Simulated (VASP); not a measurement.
# CoO (F-43m) in VASP: notebook

Aim: see how the results for CoO move with the level of theory and the settings. Levels: PBE, PBEsol-based screened hybrid. Tasks: single point, relaxation of cell and atoms.

Program: VASP 6.6.1. These are calculated values, not measurements. Logs are shortened: lines on timing, memory, paths and dates and some standing lists are left out, and cuts for length are marked.

## (1) The cell of the first run

Symmetry: F-43m, No. 216, cubic system. Conventional cell: a = 4.687 Å, b = 4.687 Å, c = 4.687 Å, α = 90.00°, β = 90.00°, γ = 90.00°. Co (site symmetry -43m) has 4 O at 2.03 Å within 2.7 Å. O (site symmetry -43m) has 4 Co at 2.03 Å within 2.7 Å.

## (2) Single point, PBE, collinear spin, ferromagnetic start

Input file INCAR:

```
SYSTEM = CoO
PREC = Accurate
ENCUT = 600
EDIFF = 1E-6
ISMEAR = 0
SIGMA = 0.024
LREAL = .False.
LASPH = .True.
NELM = 200
ALGO = Normal
ISIF = 2
LWAVE = .False.
LCHARG = .False.
ISPIN = 2
MAGMOM = 2 0
LORBIT = 11
LMAXMIX = 4
GGA = PE
NBANDS = 22
GGA_COMPAT = .False.
```

Input file KPOINTS:

```
Automatic mesh
0
Gamma
  10 10 10
  0 0 0
```

Input file POSCAR:

```
CoO
1.0
    0.0000000000      2.3436418400      2.3436418400
    2.3436418400      0.0000000000      2.3436418400
    2.3436418400      2.3436418400      0.0000000000
Co O
1 1
Direct
    0.0000000000      0.0000000000      0.0000000000
    0.2500000000      0.2500000000      0.2500000000
```

Potentials or basis: VASP PAW PBE potentials, release 64 (Co_sv, O).

Launch:

```bash
> cat potpaw_PBE.64/Co_sv/POTCAR potpaw_PBE.64/O/POTCAR > POTCAR
> mpirun -np 1 vasp_std > vasp.out
```

OUTCAR:

```text
SYSTEM = CoO
   PREC = Accurate
   ENCUT = 600
   EDIFF = 1E-6
   ISMEAR = 0
   LREAL = .False.
   LASPH = .True.
   NELM = 200
   ISIF = 2
   ISPIN = 2
   LORBIT = 11
   GGA = PE

 ion  position               nearest neighbor table
   1  0.000  0.000  0.000-   2 2.03   2 2.03   2 2.03   2 2.03
   2  0.250  0.250  0.250-   1 2.03   1 2.03   1 2.03   1 2.03

  LATTYP: Found a face centered cubic cell.
 ALAT       =     4.6872836800

  Lattice vectors:

 A1 = (   0.0000000000,   2.3436418400,   2.3436418400)
 A2 = (   2.3436418400,   0.0000000000,   2.3436418400)
 A3 = (   2.3436418400,   2.3436418400,   0.0000000000)

Analysis of symmetry for initial positions (statically):
=====================================================================
 Subroutine PRICEL returns:
 Original cell was already a primitive cell.

 Routine SETGRP: Setting up the symmetry group for a
 face centered cubic supercell.

 Subroutine GETGRP returns: Found 24 space group operations
 (whereof 24 operations were pure point group operations)
 out of a pool of 48 trial point group operations.

The static configuration has the point symmetry T_d .

Analysis of symmetry for dynamics (positions and initial velocities):
=====================================================================
 Subroutine PRICEL returns:
 Original cell was already a primitive cell.

 Routine SETGRP: Setting up the symmetry group for a
 face centered cubic supercell.

 Subroutine GETGRP returns: Found 24 space group operations
 (whereof 24 operations were pure point group operations)
 out of a pool of 48 trial point group operations.

The dynamic configuration has the point symmetry T_d .

Analysis of structural, dynamic, and magnetic symmetry:
=====================================================================
 Subroutine PRICEL returns:
 Original cell was already a primitive cell.

 Routine SETGRP: Setting up the symmetry group for a
 face centered cubic supercell.

 Subroutine GETGRP returns: Found 24 space group operations
 (whereof 24 operations were pure point group operations)
 out of a pool of 48 trial point group operations.

The overall configuration has the point symmetry T_d .

 Subroutine INISYM returns: Found 24 space group operations
 (whereof 24 operations are pure point group operations),
 and found     1 'primitive' translations

----------------------------------------------------------------------------------------

                                     Primitive cell

  volume of cell :      25.7456

  direct lattice vectors                    reciprocal lattice vectors
     0.000000000  2.343641840  2.343641840    -0.213343179  0.213343179  0.213343179
     2.343641840  0.000000000  2.343641840     0.213343179 -0.213343179  0.213343179
     2.343641840  2.343641840  0.000000000     0.213343179  0.213343179 -0.213343179

  length of vectors
     3.314410075  3.314410075  3.314410075     0.369521225  0.369521225  0.369521225

  position of ions in fractional coordinates (direct lattice)
     0.000000000  0.000000000  0.000000000
     0.250000000  0.250000000  0.250000000

  ion indices of the primitive-cell ions
   primitive index   ion index
                 1           1
                 2           2

----------------------------------------------------------------------------------------

 KPOINTS: Automatic mesh

Automatic generation of k-mesh.
 Grid dimensions read from file:
 generate k-points for:   10   10   10

 Generating k-lattice:

  Cartesian coordinates                     Fractional coordinates (reciprocal lattice)
    -0.021334318  0.021334318  0.021334318     0.100000000  0.000000000  0.000000000
     0.021334318 -0.021334318  0.021334318     0.000000000  0.100000000  0.000000000
     0.021334318  0.021334318 -0.021334318     0.000000000  0.000000000  0.100000000

  Length of vectors
     0.036952123  0.036952123  0.036952123

  Shift w.r.t. Gamma in fractional coordinates (k-lattice)
     0.000000000  0.000000000  0.000000000

 Subroutine IBZKPT returns following result:
 ===========================================

 Found     47 irreducible k-points:

 Following reciprocal coordinates:
            Coordinates               Weight
  0.000000  0.000000  0.000000      1.000000
  0.100000  0.000000  0.000000      8.000000
  0.200000  0.000000  0.000000      8.000000
  0.300000  0.000000  0.000000      8.000000
  0.400000  0.000000  0.000000      8.000000
  0.500000  0.000000  0.000000      4.000000
[... 16 lines left out ...]
  0.300000  0.300000  0.000000      6.000000
  0.400000  0.300000  0.000000     24.000000
 [... further k-points ...]
   k-points           NKPTS =     47   k-points in BZ     NKDIM =     47   number of bands    NBANDS=     22
   number of dos      NEDOS =    301   number of ions     NIONS =      2
   total plane-waves  NPLWV =  21952
   dimension x,y,z NGX =    28 NGY =   28 NGZ =   28
   dimension x,y,z NGXF=    56 NGYF=   56 NGZF=   56
   ions per type =               1   1
   NGX,Y,Z   is equivalent  to a cutoff of  14.04, 14.04, 14.04 a.u.
   NGXF,Y,Z  is equivalent  to a cutoff of  28.09, 28.09, 28.09 a.u.
 SYSTEM =  CoO
   PREC   = accura    normal or accurate (medium, high low for compatibility)
   ISTART =      0    job   : 0-new  1-cont  2-samecut
   ICHARG =      2    charge: 1-file 2-atom 10-const
   ISPIN  =      2    spin polarized calculation?
   LNONCOLLINEAR =      F non collinear calculations
   LSORBIT =      F    spin-orbit coupling
   LASPH  =      T    aspherical Exc in radial PAW
   ENCUT  =  600.0 eV  44.10 Ry    6.64 a.u.   6.62  6.62  6.62*2*pi/ulx,y,z
   NELM   =    200;   NELMIN=  2; NELMDL= -5     # of ELM steps
   EDIFF  = 0.1E-05   stopping-criterion for ELM
   LREAL  =      F    real-space projection
   EDIFFG = 0.1E-04   stopping-criterion for IOM
   NSW    =      0    number of steps for IOM
   IBRION =     -1    ionic relax: 0-MD 1-quasi-New 2-CG
   NFREE  =      0    steps in history (QN), initial steepest desc. (CG)
   ISIF   =      2    stress and relaxation
   ISYM   =      2    0-nonsym 1-usesym 2-fastsym
   POTIM  = 0.5000    time-step for ionic-motion
   TEBEG  =    0.0;   TEEND  =   0.0 temperature during run
   PSTRESS=    0.0 pullay stress
   NELECT =      23.0000    total number of electrons
   NUPDOWN=      -1.0000    fix difference up-down
   EMIN   =  10.00;   EMAX   =-10.00  energy-range for DOS
   EFERMI =   0.00;   METHOD = LEGACY
   ISMEAR =     0;   SIGMA  =   0.02  broadening in eV -4-tet -1-fermi 0-gaus
   EFERMI_NEDOS =   21; number of points for ismear=-14 and -15
   IALGO  =     38    algorithm
   IMIX   =      4    mixing-type and parameters
     AMIX     =   0.40;   BMIX     =  1.00
     AMIX_MAG =   1.60;   BMIX_MAG =  1.00
  volume/ion in A,a.u.               =      12.87        86.87
  Fermi-wavevector in a.u.,A,eV,Ry     =   1.576702  2.979534 33.823923  2.485988
  Thomas-Fermi vector in A             =   2.677495
   LORBIT       =     11    0 simple, 1 ext, 2 COOP (PROOUT), +10 PAW based schemes
   GGA     = PE    functional components
   LHFCALC =     F    Hartree Fock is set to
   AEXX    =    0.0000 exact exchange contribution
   IVDW    =     0    specifies the selected vdW correction
   LEPSILON=     F    determine dielectric tensor
   LRPA    =     F    only Hartree local field effects (RPA)
 spin polarized calculation
 Gauss-broadening in eV      SIGMA  =   0.02
  energy-cutoff  :      600.00
  volume of cell :       25.75
 maximum number of plane-waves:       889
   NGX = 13   NGY = 13   NGZ = 13

 number of electron      22.9999996 magnetization       2.9864919

 Free energy of the ion-electron system (eV)
  ---------------------------------------------------
  ext. energy  EPLUGINS =         0.00000000
  ---------------------------------------------------
  free energy    TOTEN  =       -13.32787828 eV

  energy without entropy =      -13.32766049  energy(sigma->0) =      -13.32776939

 E-fermi :   5.3894     XC(G=0): -10.7814

 val. band max:        5.3890854100   @ k =  -0.3000   0.5000   0.2000
 cond. band min:       5.4177889400   @ k =  -0.4000   0.5000   0.1000
 fundamental gap:      0.0287035300
 Fermi energy:         5.3893706522

 spin component 1

 k-point     1 :       0.0000    0.0000    0.0000
  band No.  band energies     occupation
      1     -91.1561      1.00000
      2     -54.4100      1.00000
      3     -54.4100      1.00000
      4     -54.4100      1.00000
      5     -13.7103      1.00000
      6      -0.0573      1.00000
[... 14 lines left out ...]
     21      24.7696      0.00000
     22      26.8520      0.00000

 k-point     2 :       0.1000    0.0000    0.0000
  band No.  band energies     occupation
      1     -91.1561      1.00000
      2     -54.4114      1.00000
      3     -54.4105      1.00000
      4     -54.4105      1.00000
      5     -13.6648      1.00000
      6      -0.1802      1.00000
[... 542 lines left out ...]
 k-point    24 :       0.4000    0.3000    0.0000
  band No.  band energies     occupation
      1     -91.1552      1.00000
      2     -54.4182      1.00000
      3     -54.4131      1.00000
      4     -54.4128      1.00000
      5     -13.1985      1.00000
      6      -0.7745      1.00000
[... 14 lines left out ...]
     21      30.4107      0.00000
     22      32.0984      0.00000

 [... further k-points ...]

 spin component 2

 k-point     1 :       0.0000    0.0000    0.0000
  band No.  band energies     occupation
      1     -88.1280      1.00000
      2     -51.4544      1.00000
      3     -51.4543      1.00000
      4     -51.4542      1.00000
      5     -13.1457      1.00000
      6       1.2825      1.00000
[... 14 lines left out ...]
     21      25.1227      0.00000
     22      27.2610      0.00000

 k-point     2 :       0.1000    0.0000    0.0000
  band No.  band energies     occupation
      1     -88.1279      1.00000
      2     -51.4559      1.00000
      3     -51.4549      1.00000
      4     -51.4548      1.00000
      5     -13.0978      1.00000
      6       1.0530      1.00000
[... 542 lines left out ...]
 k-point    24 :       0.4000    0.3000    0.0000
  band No.  band energies     occupation
      1     -88.1270      1.00000
      2     -51.4644      1.00000
      3     -51.4582      1.00000
      4     -51.4578      1.00000
      5     -12.6025      1.00000
      6      -0.0485      1.00000
[... 14 lines left out ...]
     21      30.9273      0.00000
     22      32.6081      0.00000

 [... further k-points ...]
[... 5 lines left out ...]
  --------------------------------------------------------------------------------------
  -------------------------------------------------------------------------------------
  Total       -2.2396583     -2.2396583     -2.2396583      0.0000000      0.0000000      0.0000000
  in kB     -139.3761998   -139.3761998   -139.3761998      0.0000000      0.0000000      0.0000000
  external PRESSURE =    -139.3761998 kB  Pullay stress =       0.0000000 kB

 VOLUME and BASIS-vectors are now :
 -----------------------------------------------------------------------------
  energy-cutoff  :      600.00
  volume of cell :       25.75
      direct lattice vectors                 reciprocal lattice vectors
     0.000000000  2.343641840  2.343641840    -0.213343179  0.213343179  0.213343179
     2.343641840  0.000000000  2.343641840     0.213343179 -0.213343179  0.213343179
     2.343641840  2.343641840  0.000000000     0.213343179  0.213343179 -0.213343179

 POSITION                                       TOTAL-FORCE (eV/Angst)
 -----------------------------------------------------------------------------------
      0.00000      0.00000      0.00000        -0.000000      0.000000      0.000000
      1.17182      1.17182      1.17182         0.000000     -0.000000     -0.000000
 -----------------------------------------------------------------------------------
    total drift:                               -0.000000     -0.000000     -0.000000

  FREE ENERGIE OF THE ION-ELECTRON SYSTEM (eV)
  ---------------------------------------------------
  free  energy   TOTEN  =       -13.3278782786 eV

  energy  without entropy=      -13.3276604917  energy(sigma->0) =      -13.32776939

 total charge

# of ion       s       p       d       tot
------------------------------------------
    1        2.151   6.065   6.654  14.870
    2        1.547   3.397   0.000   4.944
--------------------------------------------------
tot          3.698   9.463   6.654  19.815

 magnetization (x)

# of ion       s       p       d       tot
------------------------------------------
    1        0.013   0.019   2.454   2.487
    2        0.020   0.299   0.000   0.319
--------------------------------------------------
tot          0.033   0.319   2.454   2.806
```

Run time: 42 s. Hardware: 1 thread of Intel Xeon 6975P-C (Granite Rapids), shared host; peak memory 0.19 GiB.

Results:

- Free energy: -13.3279 eV
- Pressure: -13.9 GPa
- Band gap on the k mesh: zero (filled and empty bands overlap)
- Net moment: 2.99 μB per cell
- Site moments: Co +2.49; O +0.32 μB
- Valence electrons inside the program's atomic spheres: Co 14.87; O 4.94

Caveat: a cell with one magnetic atom can't hold antiferromagnetic order, which such compounds often take; semilocal functionals often make such compounds metallic where correlation or magnetic order opens a gap, which also shifts bond lengths. With open d or f shells a metallic result of PBE can be an artefact of self-interaction; +U or a hybrid may open a gap.

## (3) Single point, PBE, collinear spin, ferromagnetic start

Input file INCAR:

```
PREC = Accurate
ENCUT = 600
EDIFF = 1E-6
ISMEAR = 0
SIGMA = 0.014
LREAL = False
LASPH = True
NELM = 200
ALGO = Normal
ISIF = 2
LWAVE = False
LCHARG = False
ISPIN = 2
MAGMOM = 2 0
LORBIT = 11
LMAXMIX = 4
GGA = PE
NBANDS = 22
GGA_COMPAT = False
```

Input file KPOINTS:

```
Automatic mesh
0
Gamma
  10 10 10
```

POSCAR is that of step 2.

Potentials or basis: VASP PAW PBE potentials, release 64 (Co_sv, O).

Launch:

```bash
> cat potpaw_PBE.64/Co_sv/POTCAR potpaw_PBE.64/O/POTCAR > POTCAR
> mpirun -np 1 vasp_std > vasp.out
```

Wall time 38 s (1 thread of Intel Xeon 6975P-C (Granite Rapids), shared host); peak memory 0.19 GiB.

It converged, with:

- Free energy: -13.3278 eV
- Pressure: -13.9 GPa
- Band gap on the k mesh: zero (filled and empty bands overlap)
- Net moment: 2.99 μB per cell
- Site moments: Co +2.49; O +0.32 μB
- Valence electrons inside the program's atomic spheres: Co 14.87; O 4.94

Levels at points of the mesh, in eV from the Fermi level:
Spin up:
```csv
k point,band 11,band 12,band 13,band 14,band 15,band 16
"(0.00, 0.00, 0.00)",0.00,0.04,0.04,0.04,13.31,13.31
"(0.50, 0.00, 0.00)",-2.10,-0.66,-0.66,5.20,6.56,12.82
"(0.50, 0.50, 0.00)",-1.81,-1.81,-1.51,4.89,8.86,10.63
```
Spin down:
```
           k point  band 6  band 7  band 8  band 9  band 10  band 11  band 12  band 13  band 14  band 15
(0.00, 0.00, 0.00)   -4.10   -4.10   -4.10   -0.35    -0.35     0.57     2.54     2.54     2.54    13.83
(0.50, 0.00, 0.00)   -5.57   -3.94   -3.94   -0.14    -0.14     0.51     1.78     1.78     5.74     7.37
(0.50, 0.50, 0.00)   -5.61   -3.75   -3.75   -0.30    -0.04     0.10     1.14     1.14     5.90     9.78
```

Caveat: a cell with one magnetic atom can't hold antiferromagnetic order, which such compounds often take; semilocal functionals often make such compounds metallic where correlation or magnetic order opens a gap, which also shifts bond lengths. With open d or f shells a metallic result of PBE can be an artefact of self-interaction; +U or a hybrid may open a gap.

(Part 1 of 2 ends here.)
